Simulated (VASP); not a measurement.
# As in VASP: notebook

As is run at these levels: PBE+D3(BJ); tasks: single point.

Program: VASP 6.6.1. These are calculated values, not measurements. Logs are shortened: lines on timing, memory, paths and dates and some standing lists are left out, and cuts for length are marked.

## (1) The cell of the first run

The cell holds a slab with vacuum, 4 atoms: a = 3.572 Å, b = 3.572 Å, c = 20.295 Å, α = 90.00°, β = 90.00°, γ = 120.00°.

## (2) Single point, PBE+D3(BJ)

INCAR

```
ALGO = Normal
DIPOL = 0.5 0.5 0.371
EDIFF = 1E-6
ENCUT = 520
GGA = PE
IDIPOL = 3
ISIF = 2
ISMEAR = 0
IVDW = 12
LASPH = True
LCHARG = False
LDIPOL = True
LREAL = False
LWAVE = False
NBANDS = 18
NELM = 60
PREC = Accurate
SIGMA = 0.05
```

KPOINTS

```
k-points
0
Gamma
  9 9 1
```

POSCAR

```
As
1.0
    3.5716242608      0.0000000000      0.0000000000
   -1.7858121304      3.0931173426      0.0000000000
    0.0000000000      0.0000000000     20.2951239197
As
4
Direct
    0.3333333333      0.6666666667      0.2217281362
    0.6666666667      0.3333333333      0.2905900936
    0.6666666667      0.6666666667      0.4517125392
    0.3333333333      1.0000000000      0.5205744967
```

Potentials or basis: VASP PAW PBE potentials, release 64 (As).

Command:

```console
cat potpaw_PBE.64/As/POTCAR > POTCAR
mpirun -np 1 vasp_std > vasp.out
```

OUTCAR:

```text
EDIFF = 1E-6
   ENCUT = 520
   GGA = PE
   ISIF = 2
   ISMEAR = 0
   IVDW = 12
   LASPH = True
   LREAL = False
   NELM = 60
   PREC = Accurate
 IVDW          = 12

 ion  position               nearest neighbor table
   1  0.333  0.667  0.222-   2 2.49   2 2.49   2 2.49
   2  0.667  0.333  0.291-   1 2.49   1 2.49   1 2.49
   3  0.667  0.667  0.452-   4 2.49   4 2.49   4 2.49
   4  0.333  0.000  0.521-   3 2.49   3 2.49   3 2.49

  LATTYP: Found a hexagonal cell.
 ALAT       =     3.5716242608
 C/A-ratio  =     5.6823233458

  Lattice vectors:

 A1 = (   3.5716242608,   0.0000000000,   0.0000000000)
 A2 = (  -1.7858121304,   3.0931173426,   0.0000000000)
 A3 = (   0.0000000000,   0.0000000000,  20.2951239197)

Analysis of symmetry for initial positions (statically):
=====================================================================
 Subroutine PRICEL returns:
 Original cell was already a primitive cell.

 Routine SETGRP: Setting up the symmetry group for a
 hexagonal supercell.

 Subroutine GETGRP returns: Found  2 space group operations
 (whereof  1 operations were pure point group operations)
 out of a pool of 24 trial point group operations.

The static configuration has the point symmetry C_1 .
 The point group associated with its full space group is C_2 .

Analysis of symmetry for dynamics (positions and initial velocities):
=====================================================================
 Subroutine PRICEL returns:
 Original cell was already a primitive cell.

 Routine SETGRP: Setting up the symmetry group for a
 hexagonal supercell.

 Subroutine GETGRP returns: Found  2 space group operations
 (whereof  1 operations were pure point group operations)
 out of a pool of 24 trial point group operations.

The dynamic configuration has the point symmetry C_1 .
 The point group associated with its full space group is C_2 .

 Subroutine INISYM returns: Found  2 space group operations
 (whereof  1 operations are pure point group operations),
 and found     1 'primitive' translations

----------------------------------------------------------------------------------------

                                     Primitive cell

  volume of cell :     224.2094

  direct lattice vectors                    reciprocal lattice vectors
     3.571624261  0.000000000  0.000000000     0.279984659  0.161649218  0.000000000
    -1.785812130  3.093117343  0.000000000     0.000000000  0.323298436  0.000000000
[... 96 lines left out ...]
   POTIM  = 0.5000    time-step for ionic-motion
   TEBEG  =    0.0;   TEEND  =   0.0 temperature during run
   PSTRESS=    0.0 pullay stress
   NELECT =      20.0000    total number of electrons
   NUPDOWN=      -1.0000    fix difference up-down
   EMIN   =  10.00;   EMAX   =-10.00  energy-range for DOS
   EFERMI =   0.00;   METHOD = LEGACY
   ISMEAR =     0;   SIGMA  =   0.05  broadening in eV -4-tet -1-fermi 0-gaus
   EFERMI_NEDOS =   21; number of points for ismear=-14 and -15
   IALGO  =     38    algorithm
   IMIX   =      4    mixing-type and parameters
     AMIX     =   0.40;   BMIX     =  1.00
     AMIX_MAG =   1.60;   BMIX_MAG =  1.00
  volume/ion in A,a.u.               =      56.05       378.26
  Fermi-wavevector in a.u.,A,eV,Ry     =   0.731476  1.382290  7.279899  0.535057
  Thomas-Fermi vector in A             =   1.823703
   LORBIT       =      0    0 simple, 1 ext, 2 COOP (PROOUT), +10 PAW based schemes
   GGA     = PE    functional components
   LHFCALC =     F    Hartree Fock is set to
   AEXX    =    0.0000 exact exchange contribution
   IVDW    =    12    specifies the selected vdW correction
   LEPSILON=     F    determine dielectric tensor
   LRPA    =     F    only Hartree local field effects (RPA)
 non-spin polarized calculation
 Gauss-broadening in eV      SIGMA  =   0.05
  energy-cutoff  :      520.00
  volume of cell :      224.21
 maximum number of plane-waves:      6099
   NGX = 13   NGY = 13   NGZ = 75

 dipolmoment           0.000000      0.000000      0.000129 electrons x Angstroem

 number of electron      20.0000000 magnetization

 dipolmoment           0.000000      0.000000     -0.000004 electrons x Angstroem

 Free energy of the ion-electron system (eV)
  ---------------------------------------------------
  ext. energy  EPLUGINS =         0.00000000
  ---------------------------------------------------
  free energy    TOTEN  =       -18.59049463 eV

  energy without entropy =      -18.59049463  energy(sigma->0) =      -18.59049463

 E-fermi :  -0.9838     XC(G=0):  -4.6548

 val. band max:       -1.2249614044   @ k =   0.1111   0.0000   0.0000
 cond. band min:      -0.3334541835   @ k =   0.3333   0.0000   0.0000
 fundamental gap:      0.8915072209
 Fermi energy:        -0.9838247414

 k-point     1 :       0.0000    0.0000    0.0000
  band No.  band energies     occupation
      1     -15.2708      2.00000
      2     -15.1643      2.00000
      3      -9.2011      2.00000
      4      -8.5109      2.00000
      5      -2.9465      2.00000
      6      -1.5635      2.00000
[... 481 lines left out ...]
      5      -5.7140      2.00000
      6      -5.6118      2.00000
[... 10 lines left out ...]
     17       5.7480      0.00000
     18       6.0773      0.00000

 [... further k-points ...]

------------------------ aborting loop because EDIFF is reached ----------------------------------------

 vacuum level on the upper side and lower side of the slab       (xc-potential included)        -0.153        -0.154

 Edisp (eV)   -1.09148

 E8    (eV) :    -0.4766

  FORCE on cell =-STRESS in cart. coord.  units (eV):
  Direction    XX          YY          ZZ          XY          YZ          ZX
  --------------------------------------------------------------------------------------
  -------------------------------------------------------------------------------------
  Total       0.27963     0.45046     0.32870    -0.14795     0.41782    -0.24123
  in kB       1.99818     3.21896     2.34883    -1.05722     2.98572    -1.72380
  external pressure =        2.52 kB  Pullay stress =        0.00 kB

 VOLUME and BASIS-vectors are now :
 -----------------------------------------------------------------------------
  energy-cutoff  :      520.00
  volume of cell :      224.21
      direct lattice vectors                 reciprocal lattice vectors
     3.571624261  0.000000000  0.000000000     0.279984659  0.161649218  0.000000000
    -1.785812130  3.093117343  0.000000000     0.000000000  0.323298436  0.000000000
     0.000000000  0.000000000 20.295123920     0.000000000  0.000000000  0.049272919

 POSITION                                       TOTAL-FORCE (eV/Angst)
 -----------------------------------------------------------------------------------
     -0.00000      2.06208      4.50000         0.014318     -0.033378     -0.084489
      1.78581      1.03104      5.89756         0.044048     -0.067714      0.051896
      1.19054      2.06208      9.16756        -0.036618      0.072004     -0.051896
      1.19054      0.00000     10.56512        -0.021748      0.029089      0.084489
 -----------------------------------------------------------------------------------
    total drift:                                0.000050      0.000028     -0.000070

  FREE ENERGIE OF THE ION-ELECTRON SYSTEM (eV)
  ---------------------------------------------------
  free  energy   TOTEN  =       -19.6819713008 eV

  energy  without entropy=      -19.6819713008  energy(sigma->0) =      -19.68197130

 vacuum level on the upper side and lower side of the slab         3.667         3.667
```

OSZICAR:

```text
N       E                     dE             d eps       ncg     rms          rms(c)
DAV:   1     0.112455682122E+03    0.11246E+03   -0.65901E+03   900   0.818E+02
DAV:   2    -0.645065097020E+01   -0.11891E+03   -0.11314E+03  1234   0.142E+02
DAV:   3    -0.184464368724E+02   -0.11996E+02   -0.11919E+02  1224   0.508E+01
DAV:   4    -0.187009134502E+02   -0.25448E+00   -0.25401E+00  1128   0.854E+00
DAV:   5    -0.187057721848E+02   -0.48587E-02   -0.48583E-02  1182   0.116E+00    0.482E+00
DAV:   6    -0.186300246247E+02    0.75748E-01   -0.38298E-02  1078   0.947E-01    0.283E+00
DAV:   7    -0.185896573780E+02    0.40367E-01   -0.74803E-02  1074   0.133E+00    0.162E-01
DAV:   8    -0.185903833336E+02   -0.72596E-03   -0.27897E-03  1062   0.265E-01    0.537E-02
DAV:   9    -0.185904135395E+02   -0.30206E-04   -0.15952E-04  1292   0.669E-02    0.292E-02
DAV:  10    -0.185903818158E+02    0.31724E-04   -0.10665E-04  1156   0.413E-02    0.117E-02
DAV:  11    -0.185903849900E+02   -0.31742E-05   -0.66102E-06  1164   0.107E-02    0.758E-03
DAV:  12    -0.185904213413E+02   -0.36351E-04   -0.27722E-05   962   0.160E-02    0.328E-03
DAV:  13    -0.185904304294E+02   -0.90880E-05   -0.22855E-06   994   0.544E-03    0.273E-03
DAV:  14    -0.185904665643E+02   -0.36135E-04   -0.25842E-06  1036   0.605E-03    0.171E-03
DAV:  15    -0.185904760975E+02   -0.95331E-05   -0.12225E-07   836   0.151E-03    0.117E-03
DAV:  16    -0.185904919253E+02   -0.15828E-04   -0.53124E-07   858   0.227E-03    0.396E-04
DAV:  17    -0.185904940579E+02   -0.21326E-05   -0.57919E-08   806   0.883E-04    0.315E-04
DAV:  18    -0.185904946251E+02   -0.56718E-06   -0.17393E-08   688   0.492E-04
   1 F= -.19681971E+02 E0= -.19681971E+02  d E =-.976288E-13
```

It took 3.8 min on 1 thread of AMD EPYC 7R43 (Zen 3), shared host; peak memory 0.31 GiB.

Results:

* Free energy: -19.6820 eV
* Largest force: 0.096 eV/Å
* Band gap on the k mesh: 0.89 eV, indirect (least direct gap 1.45 eV)
* Dispersion energy per atom: -0.273 eV

Forces in eV/Å, atoms in the order of the input:
```
As   0.014 -0.033 -0.084
As   0.044 -0.068  0.052
As  -0.037  0.072 -0.052
As  -0.022  0.029  0.084
```

Levels at points of the mesh, in eV from the valence-band top:
```csv
k point,band 7,band 8,band 9,band 10,band 11,band 12,band 13,band 14
"(0.00, 0.00, 0.00)",-0.33,-0.30,-0.29,-0.12,1.60,2.22,3.14,3.15
```

## (3) Single point, PBE+D3(BJ)

INCAR

```
SYSTEM = As
PREC = Accurate ; ENCUT = 520
EDIFF = 1E-6 ; ISMEAR = 0
SIGMA = 0.05 ; LREAL = .False.
LASPH = .True. ; NELM = 80
ALGO = Normal ; ISIF = 2
LWAVE = .False. ; LCHARG = .False.
LDIPOL = .True. ; IDIPOL = 3
DIPOL = 0.5 0.5 0.371 ; GGA = PE
IVDW = 12 ; NBANDS = 18
```

KPOINTS

```
Automatic mesh
0
Gamma
  9 9 1
  0 0 0
```

Changes to POSCAR since step 2:

```diff
@@ -10,3 +10,3 @@
     0.6666666667      0.3333333333      0.2905900936
-    0.6666666667      0.6666666667      0.4517125392
-    0.3333333333      1.0000000000      0.5205744967
+    0.6666666667      0.5000000000      0.4517125392
+    0.3333333333      0.8333333333      0.5205744967
```

Potentials or basis: VASP PAW PBE potentials, release 64 (As).

Command:

```console
cat potpaw_PBE.64/As/POTCAR > POTCAR
mpirun -np 1 vasp_std > vasp.out
```

OUTCAR:

```text
SYSTEM = As
   PREC = Accurate
   ENCUT = 520
   EDIFF = 1E-6
   ISMEAR = 0
   LREAL = .False.
   LASPH = .True.
   NELM = 80
   ISIF = 2
   GGA = PE
   IVDW = 12
 IVDW          = 12

 ion  position               nearest neighbor table
   1  0.333  0.667  0.222-   2 2.49   2 2.49   2 2.49
   2  0.667  0.333  0.291-   1 2.49   1 2.49   1 2.49
   3  0.667  0.500  0.452-   4 2.49   4 2.49   4 2.49
   4  0.333  0.833  0.521-   3 2.49   3 2.49   3 2.49

  LATTYP: Found a hexagonal cell.
 ALAT       =     3.5716242608
 C/A-ratio  =     5.6823233458

  Lattice vectors:

 A1 = (   3.5716242608,   0.0000000000,   0.0000000000)
 A2 = (  -1.7858121304,   3.0931173426,   0.0000000000)
 A3 = (   0.0000000000,   0.0000000000,  20.2951239197)

Analysis of symmetry for initial positions (statically):
=====================================================================
 Subroutine PRICEL returns:
 Original cell was already a primitive cell.

 Routine SETGRP: Setting up the symmetry group for a
 hexagonal supercell.

 Subroutine GETGRP returns: Found  2 space group operations
 (whereof  1 operations were pure point group operations)
 out of a pool of 24 trial point group operations.

The static configuration has the point symmetry C_1 .
 The point group associated with its full space group is C_2 .

Analysis of symmetry for dynamics (positions and initial velocities):
=====================================================================
 Subroutine PRICEL returns:
 Original cell was already a primitive cell.

 Routine SETGRP: Setting up the symmetry group for a
 hexagonal supercell.

 Subroutine GETGRP returns: Found  2 space group operations
 (whereof  1 operations were pure point group operations)
 out of a pool of 24 trial point group operations.

The dynamic configuration has the point symmetry C_1 .
 The point group associated with its full space group is C_2 .

[... 126 lines left out ...]
   GGA     = PE    functional components
   LHFCALC =     F    Hartree Fock is set to
   AEXX    =    0.0000 exact exchange contribution
   IVDW    =    12    specifies the selected vdW correction
   LEPSILON=     F    determine dielectric tensor
   LRPA    =     F    only Hartree local field effects (RPA)
 non-spin polarized calculation
 Gauss-broadening in eV      SIGMA  =   0.05
  energy-cutoff  :      520.00
  volume of cell :      224.21
 maximum number of plane-waves:      6099
   NGX = 13   NGY = 13   NGZ = 75

 dipolmoment           0.000000      0.000000      0.000007 electrons x Angstroem

 number of electron      20.0000000 magnetization

 dipolmoment           0.000000      0.000000     -0.000005 electrons x Angstroem

 Free energy of the ion-electron system (eV)
  ---------------------------------------------------
  ext. energy  EPLUGINS =         0.00000000
  ---------------------------------------------------
  free energy    TOTEN  =       -18.50898653 eV

  energy without entropy =      -18.50898653  energy(sigma->0) =      -18.50898653

 E-fermi :  -0.9054     XC(G=0):  -4.6515

 val. band max:       -1.1341741534   @ k =   0.1111   0.1111   0.0000
 cond. band min:      -0.3555276614   @ k =   0.3333   0.0000   0.0000
 fundamental gap:      0.7786464920
 Fermi energy:        -0.9054244473

 k-point     1 :       0.0000    0.0000    0.0000
  band No.  band energies     occupation
      1     -15.2797      2.00000
      2     -15.1635      2.00000
      3      -9.2542      2.00000
      4      -8.4953      2.00000
      5      -3.0187      2.00000
      6      -1.5832      2.00000
[... 481 lines left out ...]
      5      -5.7439      2.00000
      6      -5.5851      2.00000
[... 10 lines left out ...]
     17       5.6060      0.00000
     18       6.2248      0.00000

 [... further k-points ...]

------------------------ aborting loop because EDIFF is reached ----------------------------------------

 vacuum level on the upper side and lower side of the slab       (xc-potential included)        -0.175        -0.176

 Edisp (eV)   -1.08995

 E8    (eV) :    -0.4755

  FORCE on cell =-STRESS in cart. coord.  units (eV):
  Direction    XX          YY          ZZ          XY          YZ          ZX
  --------------------------------------------------------------------------------------
  -------------------------------------------------------------------------------------
  Total       0.37933     0.45039     1.21731    -0.06154     0.48431    -0.27962
  in kB       2.71062     3.21843     8.69875    -0.43977     3.46082    -1.99811
  external pressure =        4.88 kB  Pullay stress =        0.00 kB

 VOLUME and BASIS-vectors are now :
 -----------------------------------------------------------------------------
  energy-cutoff  :      520.00
  volume of cell :      224.21
      direct lattice vectors                 reciprocal lattice vectors
     3.571624261  0.000000000  0.000000000     0.279984659  0.161649218  0.000000000
    -1.785812130  3.093117343  0.000000000     0.000000000  0.323298436  0.000000000
     0.000000000  0.000000000 20.295123920     0.000000000  0.000000000  0.049272919

 POSITION                                       TOTAL-FORCE (eV/Angst)
 -----------------------------------------------------------------------------------
     -0.00000      2.06208      4.50000         0.018316     -0.035458     -0.140970
      1.78581      1.03104      5.89756         0.050118     -0.083073     -0.115445
      1.48818      1.54656      9.16756        -0.046884      0.084940      0.115445
     -0.29764      2.57760     10.56512        -0.021550      0.033591      0.140970
 -----------------------------------------------------------------------------------
    total drift:                                0.000015      0.000010     -0.000096

  FREE ENERGIE OF THE ION-ELECTRON SYSTEM (eV)
  ---------------------------------------------------
  free  energy   TOTEN  =       -19.5989384324 eV

  energy  without entropy=      -19.5989384324  energy(sigma->0) =      -19.59893843

 vacuum level on the upper side and lower side of the slab         3.689         3.689
```

OSZICAR:

```text
N       E                     dE             d eps       ncg     rms          rms(c)
DAV:   1     0.112512405541E+03    0.11251E+03   -0.65945E+03   900   0.818E+02
DAV:   2    -0.633042562126E+01   -0.11884E+03   -0.11293E+03  1232   0.142E+02
DAV:   3    -0.183789308959E+02   -0.12049E+02   -0.11975E+02  1238   0.511E+01
DAV:   4    -0.186263209477E+02   -0.24739E+00   -0.24706E+00  1086   0.851E+00
DAV:   5    -0.186314359020E+02   -0.51150E-02   -0.51145E-02  1192   0.118E+00    0.487E+00
DAV:   6    -0.185504543481E+02    0.80982E-01   -0.41017E-02  1042   0.969E-01    0.286E+00
DAV:   7    -0.185078962685E+02    0.42558E-01   -0.80063E-02  1078   0.135E+00    0.167E-01
DAV:   8    -0.185087446347E+02   -0.84837E-03   -0.24512E-03  1056   0.254E-01    0.677E-02
DAV:   9    -0.185088925832E+02   -0.14795E-03   -0.40865E-04  1092   0.104E-01    0.290E-02
DAV:  10    -0.185088792194E+02    0.13364E-04   -0.34430E-05  1198   0.285E-02    0.129E-02
DAV:  11    -0.185088788195E+02    0.39991E-06   -0.55673E-05  1116   0.312E-02    0.683E-03
DAV:  12    -0.185088998392E+02   -0.21020E-04   -0.32503E-06   948   0.688E-03    0.408E-03
DAV:  13    -0.185089221097E+02   -0.22270E-04   -0.22205E-05   944   0.130E-02    0.239E-03
DAV:  14    -0.185089375494E+02   -0.15440E-04   -0.20179E-06  1018   0.556E-03    0.154E-03
DAV:  15    -0.185089682136E+02   -0.30664E-04   -0.10643E-06  1012   0.464E-03    0.103E-03
DAV:  16    -0.185089747978E+02   -0.65842E-05   -0.11889E-07   806   0.134E-03    0.545E-04
DAV:  17    -0.185089857550E+02   -0.10957E-04   -0.34610E-07   854   0.184E-03    0.198E-04
DAV:  18    -0.185089865343E+02   -0.77929E-06   -0.25574E-08   742   0.645E-04
   1 F= -.19598938E+02 E0= -.19598938E+02  d E =-.119752E-11
```

Wall time 3.7 min (1 thread of AMD EPYC 7R43 (Zen 3), shared host); peak memory 0.32 GiB.

Results:

```yaml
Free_energy: -19.5989 eV
Largest_force: 0.151 eV/Å
Band_gap_on_the_k_mesh: 0.78 eV, indirect (least direct gap 1.32 eV)
Dispersion_energy_per_atom: -0.272 eV
```

Forces on the atoms (eV/Å):
```
As   0.018 -0.035 -0.141
As   0.050 -0.083 -0.115
As  -0.047  0.085  0.115
As  -0.022  0.034  0.141
```

Levels at points of the mesh, in eV from the valence-band top:
```tsv
k point	band 7	band 8	band 9	band 10	band 11	band 12	band 13	band 14
(0.00, 0.00, 0.00)	-0.44	-0.38	-0.36	-0.15	1.51	2.13	3.01	3.05
```
